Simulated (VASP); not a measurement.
# C (P6_3/mmc) in VASP: further runs

Aim: see how the results for C move with the level of theory and the settings. Levels: revPBE+D4, PBE+D4, r2SCAN+D3(BJ). Tasks: single point, relaxation of cell and atoms.

The COD entry that gives the cell may itself be a prediction, so a difference from it is no test against experiment.

Program: VASP 6.6.1. These are calculated values, not measurements. Logs are shortened: lines on timing, memory, paths and dates and some standing lists are left out, and cuts for length are marked.

## Step 1: The cell of the first run

The structure is hexagonal, space group P6_3/mmc (No. 194). Conventional cell: a = 2.572 Å, b = 2.572 Å, c = 8.399 Å, α = 90.00°, β = 90.00°, γ = 120.00°. C (site symmetry 3m) has 4 C at 1.57 Å within 2.1 Å. Within 2.1 Å of C (site symmetry 3m) lie 4 C at 1.57 Å.

## Step 2: Single point, revPBE+D4

File INCAR:

```
ALGO     = Normal         # electronic algorithm
EDIFF    = 1E-6           # SCF threshold, eV
ENCUT    = 520            # plane-wave cutoff, eV
GGA      = RE             # functional
ISIF     = 2              # what is computed and relaxed
ISMEAR   = -1             # smearing method
IVDW     = 13             # dispersion correction
LASPH    = T              # aspherical terms in the spheres
LCHARG   = F              # write CHGCAR
LREAL    = F              # projectors in reciprocal space
LWAVE    = F              # write WAVECAR
NBANDS   = 26             # bands
NELM     = 100            # most SCF steps
PREC     = Accurate       # precision mode
SIGMA    = 0.05           # smearing width, eV
```

File KPOINTS:

```
k-points
0
Gamma
  12 12 4
```

File POSCAR:

```
C
1.0
    2.5715654994      0.0000000000      0.0000000000
   -1.2857827497      2.2270410500      0.0000000000
    0.0000000000      0.0000000000      8.3986527796
C
8
Direct
    0.6666666667      0.3333333333      0.8437500000
    0.3333333333      0.6666666667      0.3437500000
    0.6666666667      0.3333333333      0.6562500000
    0.3333333333      0.6666666667      0.1562500000
    0.0000000000      0.0000000000      0.9062500000
    0.0000000000      0.0000000000      0.4062500000
    0.0000000000      0.0000000000      0.5937500000
    0.0000000000      0.0000000000      0.0937500000
```

Potentials or basis: VASP PAW PBE potentials, release 64 (C).

Launch:

```sh
cat potpaw_PBE.64/C/POTCAR > POTCAR
mpirun -np 1 vasp_std > vasp.out
```

OUTCAR:

```text
EDIFF = 1E-6
   ENCUT = 520
   GGA = RE
   ISIF = 2
   ISMEAR = -1
   IVDW = 13
   LASPH = T
   LREAL = F
   NELM = 100
   PREC = Accurate

 ion  position               nearest neighbor table
   1  0.667  0.333  0.844-   3 1.57   5 1.57   5 1.57   5 1.57
   2  0.333  0.667  0.344-   4 1.57   6 1.57   6 1.57   6 1.57
   3  0.667  0.333  0.656-   1 1.57   7 1.57   7 1.57   7 1.57
   4  0.333  0.667  0.156-   2 1.57   8 1.57   8 1.57   8 1.57
   5  0.000  0.000  0.906-   8 1.57   1 1.57   1 1.57   1 1.57
   6  0.000  0.000  0.406-   7 1.57   2 1.57   2 1.57   2 1.57
   7  0.000  0.000  0.594-   6 1.57   3 1.57   3 1.57   3 1.57
   8  0.000  0.000  0.094-   5 1.57   4 1.57   4 1.57   4 1.57

  LATTYP: Found a hexagonal cell.
 ALAT       =     2.5715654994
 C/A-ratio  =     3.2659688355

  Lattice vectors:

 A1 = (   2.5715654994,   0.0000000000,   0.0000000000)
 A2 = (  -1.2857827497,   2.2270410500,   0.0000000000)
 A3 = (   0.0000000000,   0.0000000000,   8.3986527796)

Analysis of symmetry for initial positions (statically):
=====================================================================
 Subroutine PRICEL returns:
 Original cell was already a primitive cell.

 Routine SETGRP: Setting up the symmetry group for a
 hexagonal supercell.

 Subroutine GETGRP returns: Found 24 space group operations
 (whereof 12 operations were pure point group operations)
 out of a pool of 24 trial point group operations.

The static configuration has the point symmetry D_3d.
 The point group associated with its full space group is D_6h.

Analysis of symmetry for dynamics (positions and initial velocities):
=====================================================================
 Subroutine PRICEL returns:
 Original cell was already a primitive cell.

 Routine SETGRP: Setting up the symmetry group for a
 hexagonal supercell.

 Subroutine GETGRP returns: Found 24 space group operations
 (whereof 12 operations were pure point group operations)
 out of a pool of 24 trial point group operations.

The dynamic configuration has the point symmetry D_3d.
 The point group associated with its full space group is D_6h.

 Subroutine INISYM returns: Found 24 space group operations
 (whereof 12 operations are pure point group operations),
 and found     1 'primitive' translations

----------------------------------------------------------------------------------------

                                     Primitive cell

  volume of cell :      48.0989

  direct lattice vectors                    reciprocal lattice vectors
     2.571565499  0.000000000  0.000000000     0.388868182  0.224513149  0.000000000
    -1.285782750  2.227041050  0.000000000     0.000000000  0.449026299  0.000000000
     0.000000000  0.000000000  8.398652780     0.000000000  0.000000000  0.119066715

  length of vectors
     2.571565499  2.571565499  8.398652780     0.449026299  0.449026299  0.119066715

  position of ions in fractional coordinates (direct lattice)
     0.666666667  0.333333333  0.843750000
     0.333333333  0.666666667  0.343750000
     0.666666667  0.333333333  0.656250000
     0.333333333  0.666666667  0.156250000
     0.000000000  0.000000000  0.906250000
     0.000000000  0.000000000  0.406250000
     0.000000000  0.000000000  0.593750000
     0.000000000  0.000000000  0.093750000

  ion indices of the primitive-cell ions
   primitive index   ion index
                 1           1
                 2           2
                 3           3
                 4           4
                 5           5
                 6           6
                 7           7
                 8           8

----------------------------------------------------------------------------------------

 KPOINTS: k-points

Automatic generation of k-mesh.
 Grid dimensions read from file:
 generate k-points for:   12   12    4

 Generating k-lattice:

  Cartesian coordinates                     Fractional coordinates (reciprocal lattice)
     0.032405682  0.018709429  0.000000000     0.083333333  0.000000000  0.000000000
     0.000000000  0.037418858  0.000000000     0.000000000  0.083333333  0.000000000
     0.000000000  0.000000000  0.029766679     0.000000000  0.000000000  0.250000000

  Length of vectors
     0.037418858  0.037418858  0.029766679

  Shift w.r.t. Gamma in fractional coordinates (k-lattice)
     0.000000000  0.000000000  0.000000000

 Subroutine IBZKPT returns following result:
 ===========================================

 Found     57 irreducible k-points:

 Following reciprocal coordinates:
            Coordinates               Weight
  0.000000  0.000000  0.000000      1.000000
  0.083333 -0.000000  0.000000      6.000000
  0.166667  0.000000  0.000000      6.000000
  0.250000  0.000000  0.000000      6.000000
  0.333333 -0.000000  0.000000      6.000000
  0.416667  0.000000  0.000000      6.000000
[... 16 lines left out ...]
  0.250000  0.000000  0.250000     12.000000
  0.333333 -0.000000  0.250000     12.000000
 [... further k-points ...]
   k-points           NKPTS =     57   k-points in BZ     NKDIM =     57   number of bands    NBANDS=     26
   number of dos      NEDOS =    301   number of ions     NIONS =      8
   total plane-waves  NPLWV =  25600
   dimension x,y,z NGX =    20 NGY =   20 NGZ =   64
   dimension x,y,z NGXF=    40 NGYF=   40 NGZF=  128
   ions per type =               8
   NGX,Y,Z   is equivalent  to a cutoff of  12.93, 12.93, 12.67 a.u.
   NGXF,Y,Z  is equivalent  to a cutoff of  25.86, 25.86, 25.34 a.u.
 SYSTEM =  unknown system
   PREC   = accura    normal or accurate (medium, high low for compatibility)
   ISTART =      0    job   : 0-new  1-cont  2-samecut
   ICHARG =      2    charge: 1-file 2-atom 10-const
   ISPIN  =      1    spin polarized calculation?
   LNONCOLLINEAR =      F non collinear calculations
   LSORBIT =      F    spin-orbit coupling
   LASPH  =      T    aspherical Exc in radial PAW
   ENCUT  =  520.0 eV  38.22 Ry    6.18 a.u.   4.78  4.78 15.62*2*pi/ulx,y,z
   NELM   =    100;   NELMIN=  2; NELMDL= -5     # of ELM steps
   EDIFF  = 0.1E-05   stopping-criterion for ELM
   LREAL  =      F    real-space projection
   EDIFFG = 0.1E-04   stopping-criterion for IOM
   NSW    =      0    number of steps for IOM
   IBRION =     -1    ionic relax: 0-MD 1-quasi-New 2-CG
   NFREE  =      0    steps in history (QN), initial steepest desc. (CG)
   ISIF   =      2    stress and relaxation
   ISYM   =      2    0-nonsym 1-usesym 2-fastsym
   POTIM  = 0.5000    time-step for ionic-motion
   TEBEG  =    0.0;   TEEND  =   0.0 temperature during run
   PSTRESS=    0.0 pullay stress
   NELECT =      32.0000    total number of electrons
   NUPDOWN=      -1.0000    fix difference up-down
   EMIN   =  10.00;   EMAX   =-10.00  energy-range for DOS
   EFERMI =   0.00;   METHOD = LEGACY
   ISMEAR =    -1;   SIGMA  =   0.05  broadening in eV -4-tet -1-fermi 0-gaus
   EFERMI_NEDOS =   21; number of points for ismear=-14 and -15
   IALGO  =     38    algorithm
   IMIX   =      4    mixing-type and parameters
     AMIX     =   0.40;   BMIX     =  1.00
     AMIX_MAG =   1.60;   BMIX_MAG =  1.00
  volume/ion in A,a.u.               =       6.01        40.57
  Fermi-wavevector in a.u.,A,eV,Ry     =   1.429156  2.700713 27.789726  2.042487
  Thomas-Fermi vector in A             =   2.549140
   LORBIT       =      0    0 simple, 1 ext, 2 COOP (PROOUT), +10 PAW based schemes
   GGA     = RE    functional components
   LHFCALC =     F    Hartree Fock is set to
   AEXX    =    0.0000 exact exchange contribution
   IVDW    =    13    specifies the selected vdW correction
   LEPSILON=     F    determine dielectric tensor
   LRPA    =     F    only Hartree local field effects (RPA)
 non-spin polarized calculation
  energy-cutoff  :      520.00
  volume of cell :       48.10
 maximum number of plane-waves:      1320
 NGX is ok and might be reduce to    20
   NGX =  9   NGY =  9   NGZ = 31

 number of electron      31.9999996 magnetization

 Free energy of the ion-electron system (eV)
  ---------------------------------------------------
  ext. energy  EPLUGINS =         0.00000000
  ---------------------------------------------------
  free energy    TOTEN  =       -69.33194265 eV

  energy without entropy =      -69.33194265  energy(sigma->0) =      -69.33194265

 E-fermi :  10.1071     XC(G=0): -12.8926

 val. band max:        9.1241582792   @ k =   0.0000   0.0000   0.0000
 cond. band min:      13.3954261600   @ k =   0.4167   0.0000   0.0000
 fundamental gap:      4.2712678808
 Fermi energy:        10.1070898761

 k-point     1 :       0.0000    0.0000    0.0000
  band No.  band energies     occupation
      1     -11.7858      2.00000
      2     -10.1589      2.00000
      3     -10.1111      2.00000
      4      -6.3149      2.00000
      5      -3.7860      2.00000
      6       2.6399      2.00000
[... 18 lines left out ...]
     25      16.7908      0.00000
     26      16.8190      0.00000

 k-point     2 :       0.0833   -0.0000    0.0000
  band No.  band energies     occupation
      1     -11.6219      2.00000
      2      -9.9983      2.00000
      3      -9.9497      2.00000
      4      -6.1672      2.00000
      5      -3.6399      2.00000
      6       2.7117      2.00000
[... 18 lines left out ...]
     25      17.2041      0.00000
     26      17.3295      0.00000

 k-point     3 :       0.1667    0.0000    0.0000
  band No.  band energies     occupation
      1     -11.1321      2.00000
      2      -9.5194      2.00000
      3      -9.4678      2.00000
      4      -5.7262      2.00000
      5      -3.2167      2.00000
      6       2.8136      2.00000
[... 572 lines left out ...]
 k-point    23 :       0.2500    0.0000    0.2500
  band No.  band energies     occupation
      1     -10.2213      2.00000
      2      -9.4065      2.00000
      3      -7.8156      2.00000
      4      -5.6690      2.00000
      5      -1.8029      2.00000
      6       0.9684      2.00000
[... 18 lines left out ...]
     25      19.0069      0.00000
     26      20.2665      0.00000

 k-point    24 :       0.3333   -0.0000    0.2500
  band No.  band energies     occupation
      1      -9.1139      2.00000
      2      -8.3145      2.00000
      3      -6.7606      2.00000
      4      -4.6829      2.00000
      5      -1.8066      2.00000
      6      -0.7542      2.00000
[... 18 lines left out ...]
     25      19.1764      0.00000
     26      20.8681      0.00000

 [... further k-points ...]

------------------------ aborting loop because EDIFF is reached ----------------------------------------

  DFT-D4 for vdW energy calculation

  Edisp (eV):   -3.78285

  FORCE on cell =-STRESS in cart. coord.  units (eV):
  Direction    XX          YY          ZZ          XY          YZ          ZX
  --------------------------------------------------------------------------------------
  -------------------------------------------------------------------------------------
  Total      -9.42905    -9.42905    -6.24782     0.00000     0.00000     0.00000
  in kB    -314.08205  -314.08205  -208.11508     0.00000     0.00000     0.00000
  external pressure =     -278.76 kB  Pullay stress =        0.00 kB

 VOLUME and BASIS-vectors are now :
 -----------------------------------------------------------------------------
  energy-cutoff  :      520.00
  volume of cell :       48.10
      direct lattice vectors                 reciprocal lattice vectors
     2.571565499  0.000000000  0.000000000     0.388868182  0.224513149  0.000000000
    -1.285782750  2.227041050  0.000000000     0.000000000  0.449026299  0.000000000
     0.000000000  0.000000000  8.398652780     0.000000000  0.000000000  0.119066715

 POSITION                                       TOTAL-FORCE (eV/Angst)
 -----------------------------------------------------------------------------------
      1.28578      0.74235      7.08636        -0.000000      0.000000      0.291837
     -0.00000      1.48469      2.88704         0.000000     -0.000000      0.291837
      1.28578      0.74235      5.51162        -0.000000      0.000000     -0.291837
     -0.00000      1.48469      1.31229         0.000000     -0.000000     -0.291837
      0.00000      0.00000      7.61128        -0.000000      0.000000      0.294129
      0.00000      0.00000      3.41195        -0.000000     -0.000000      0.294129
      0.00000      0.00000      4.98670        -0.000000      0.000000     -0.294129
      0.00000      0.00000      0.78737         0.000000     -0.000000     -0.294129
 -----------------------------------------------------------------------------------
    total drift:                               -0.000000      0.000000      0.000000

  FREE ENERGIE OF THE ION-ELECTRON SYSTEM (eV)
  ---------------------------------------------------
  free  energy   TOTEN  =       -73.1147879809 eV

  energy  without entropy=      -73.1147879809  energy(sigma->0) =      -73.11478798
```

It took 27 s on 1 thread of Intel Xeon 6975P-C (Granite Rapids), shared host; peak memory 0.18 GiB.

Results:

| Item | Value |
| --- | --- |
| Free energy | -73.1148 eV |
| Pressure | -27.9 GPa |
| Largest force | 0.294 eV/Å |
| Band gap on the k mesh | 4.27 eV, indirect (least direct gap 5.06 eV) |
| Dispersion energy per atom | -0.473 eV |

Forces on the atoms (eV/Å):
```
C    0.000  0.000  0.292
C    0.000  0.000  0.292
C    0.000  0.000 -0.292
C    0.000  0.000 -0.292
C    0.000  0.000  0.294
C    0.000  0.000  0.294
C    0.000  0.000 -0.294
C    0.000  0.000 -0.294
```

Caveat: the PAW data sets were made with another functional, which shifts forces and pressure a little. A hybrid or GW would open this gap; revPBE tends to underestimate it.

## Step 3: Relaxation of cell and atoms, PBE+D4

This run uses another cell than the first one, of 5.67 Å³/atom, 0.943 times its volume.

File INCAR:

```
SYSTEM = C
PREC     = Accurate       ! precision mode
ENCUT    = 600            ! plane-wave cutoff, eV
EDIFF    = 1E-6           ! SCF threshold, eV
ISMEAR   = -1             ! smearing method
SIGMA    = 0.05           ! smearing width, eV
LREAL    = .False.        ! projectors in reciprocal space
LASPH    = .True.         ! aspherical terms in the spheres
NELM     = 100            ! most SCF steps
ALGO     = Normal         ! electronic algorithm
ISIF     = 3              ! what is computed and relaxed
LWAVE    = .False.        ! write WAVECAR
LCHARG   = .False.        ! write CHGCAR
GGA      = PE             ! functional
IVDW     = 13             ! dispersion correction
IBRION   = 2              ! ionic algorithm
NSW      = 60             ! ionic steps
EDIFFG   = -0.01          ! ionic threshold
```

File KPOINTS:

```
regular mesh
0
Gamma
  12 12 4
  0 0 0
```

POSCAR, as its differences from that of step 2:

```diff
@@ -2,5 +2,5 @@
 1.0
-    2.5715654994      0.0000000000      0.0000000000
-   -1.2857827497      2.2270410500      0.0000000000
-    0.0000000000      0.0000000000      8.3986527796
+    2.5221000000      0.0000000000      0.0000000000
+   -1.2610500000      2.1842026709      0.0000000000
+    0.0000000000      0.0000000000      8.2371000000
 C
```

Potentials or basis: VASP PAW PBE potentials, release 64 (C).

Launch:

```sh
cat potpaw_PBE.64/C/POTCAR > POTCAR
mpirun -np 1 vasp_std > vasp.out
```

Run time: 1.7 min. Hardware: 1 thread of Intel Xeon 6975P-C (Granite Rapids), shared host; peak memory 0.19 GiB.

The run converged. Its results:

```yaml
Free_energy: -74.3950 eV
Relaxed_volume: 5.63 Å³/atom
Relaxed_cell: a = 2.508 Å, b = 2.508 Å, c = 8.271 Å, α = 90.00°, β = 90.00°, γ = 120.00°
Space_group_after_relaxing_to_0.05_Å: P6_3/mmc (No. 194)
Energy_gained_by_relaxing: 2.8 meV/atom
Ionic_steps: 6
Pressure_after_relaxing: 0.0 GPa
Largest_force_after_relaxing: 0.010 eV/Å
Band_gap_on_the_k_mesh: 4.56 eV, indirect (least direct gap 5.31 eV)
Dispersion_energy_per_atom: -0.215 eV
```

Forces in eV/Å, atoms in the order of the input:
```
C    0.000  0.000  0.010
C    0.000  0.000  0.010
C    0.000  0.000 -0.010
C    0.000  0.000 -0.010
C    0.000  0.000  0.000
C    0.000  0.000  0.000
C    0.000  0.000  0.000
C    0.000  0.000  0.000
```

Stress tensor (GPa, compression positive):
```
-0.10  0.00  0.00
 0.00 -0.10  0.00
 0.00  0.00  0.10
```

The path:
```tsv
step	energy change (eV)	largest force (eV/Å)	pressure (GPa)	volume (Å³)
1	0.0000	0.3273	-3.04	45.38
2	0.0159	0.4775	4.15	44.67
3	-0.0220	0.0512	-0.18	45.07
4	-0.0220	0.0442	-0.24	45.08
5	-0.0220	0.0608	0.16	45.04
6	-0.0222	0.0097	-0.03	45.06
```

Final structure:
```cif
data_structure
_symmetry_space_group_name_H-M 'P 1'
_symmetry_Int_Tables_number 1
_cell_length_a 2.5081
_cell_length_b 2.5081
_cell_length_c 8.2705
_cell_angle_alpha 90.000
_cell_angle_beta 90.000
_cell_angle_gamma 120.000
_cell_volume 45.06
loop_
_atom_site_label
_atom_site_type_symbol
_atom_site_fract_x
_atom_site_fract_y
_atom_site_fract_z
_atom_site_occupancy
C1 C 0.66667 0.33333 0.84442 1
C2 C 0.33333 0.66667 0.34442 1
C3 C 0.66667 0.33333 0.65558 1
C4 C 0.33333 0.66667 0.15558 1
C5 C 0.00000 0.00000 0.90702 1
C6 C 0.00000 0.00000 0.40702 1
C7 C 0.00000 0.00000 0.59298 1
C8 C 0.00000 0.00000 0.09298 1
```

Levels at points of the mesh, in eV from the valence-band top:
| k point | band 13 | band 14 | band 15 | band 16 | band 17 | band 18 | band 19 | band 20 |
| --- | --- | --- | --- | --- | --- | --- | --- | --- |
| (0.00, 0.00, 0.00) | -1.74 | -0.23 | 0.00 | 0.00 | 5.31 | 5.31 | 5.50 | 7.14 |
| (0.50, 0.00, 0.00) | -4.97 | -4.70 | -3.71 | -2.98 | 4.62 | 5.60 | 6.01 | 6.05 |
| (0.00, 0.00, 0.50) | -0.66 | -0.66 | -0.66 | -0.66 | 6.09 | 6.09 | 6.09 | 6.09 |
| (0.50, 0.00, 0.50) | -4.76 | -4.76 | -3.69 | -3.69 | 4.96 | 4.96 | 7.01 | 7.01 |

A k mesh can miss the band edges.

(Continued in part 2 of 2.)
